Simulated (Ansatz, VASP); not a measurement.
SiC: VASP beside Ansatz

File INCAR:

```
PREC = Accurate
ENCUT = 520
EDIFF = 1E-6
ISMEAR = 0
SIGMA = 0.05
LREAL = False
LASPH = True
NELM = 80
ALGO = Normal
ISIF = 2
LWAVE = False
LCHARG = False
GGA = PE
NBANDS = 26
```

KPOINTS

```
regular mesh
0
Gamma
  10 10 3
```

POSCAR

```
SiC
1.0
   -3.0917664073      0.0000000000      0.0000000000
    1.5458832036     -2.6775482513      0.0000000000
   -1.9325085929      1.1157343563     10.1480423548
Si C
4 4
Direct
    0.2891232299      0.7108767701      0.9060317656
    0.4974732299      0.5025267701      0.4060317656
    0.2683148966      0.7316851034      0.1560317656
    0.0599648966      0.9400351034      0.6560317656
    0.6275101034      0.3724898966      0.0939682344
    0.4191601034      0.5808398966      0.5939682344
    0.1900017701      0.8099982299      0.3439682344
   -0.0183482299      1.0183482299      0.8439682344
```

Input for Ansatz:

```yaml
crystal:
  lattice:
    - [-3.0917664073, 0.0, 0.0]
    - [1.5458832036, -2.6775482513, 0.0]
    - [-1.9325085929, 1.1157343563, 10.1480423548]
  atoms:
    - { symbol: Si, position: [0.2891232299, 0.7108767701, 0.9060317656] }
    - { symbol: Si, position: [0.4974732299, 0.5025267701, 0.4060317656] }
    - { symbol: Si, position: [0.2683148966, 0.7316851034, 0.1560317656] }
    - { symbol: Si, position: [0.0599648966, 0.9400351034, 0.6560317656] }
    - { symbol: C, position: [0.6275101034, 0.3724898966, 0.0939682344] }
    - { symbol: C, position: [0.4191601034, 0.5808398966, 0.5939682344] }
    - { symbol: C, position: [0.1900017701, 0.8099982299, 0.3439682344] }
    - { symbol: C, position: [-0.0183482299, 1.0183482299, 0.8439682344] }
basis:
  ecutwfc: 420
kpoints:
  mp_grid: { grid: [10, 10, 3] }
hamiltonian:
  xc: pbe
scf:
  occupations: { method: gaussian, width: 0.05 }
output:
  forces: true
  stress: true
  eigenvalues: true
```

Alike in both runs: task single point; functional PBE; k mesh 10 × 10 × 3; occupations gaussian, width 0.05 eV; no spin polarisation.

|  | VASP | Ansatz |
| --- | --- | --- |
| version | VASP 6.6.1 | Ansatz 0.2.0 |
| potentials or method | VASP PAW PBE potentials, release 64 (Si, C), cutoff 520 eV | scalar-relativistic, plane waves, PAW |
| valence electrons in the cell | 32 | 32 |

VASP gave:

```
gap on the k mesh at the Fermi level (eV)                     : 0.43
least direct gap on the mesh (eV)                             : 1.13
pressure (GPa)                                                : -2.1
traceless stress, the component that is largest in VASP (GPa) : 4.83
rms of the force components (eV/Å)                            : 0.219
```

Problem. Which values does Ansatz return?

Solution. gap on the k mesh at the Fermi level (eV): 0.43; least direct gap on the mesh (eV): 1.14; pressure (GPa): -2.0; traceless stress, the component that is largest in VASP (GPa): 4.87; rms of the force components (eV/Å): 0.221.

Atom by atom the forces differ by 0.004 eV/Å (rms over components). The functional is the same, so the differences come from potentials, cutoffs and numerics.
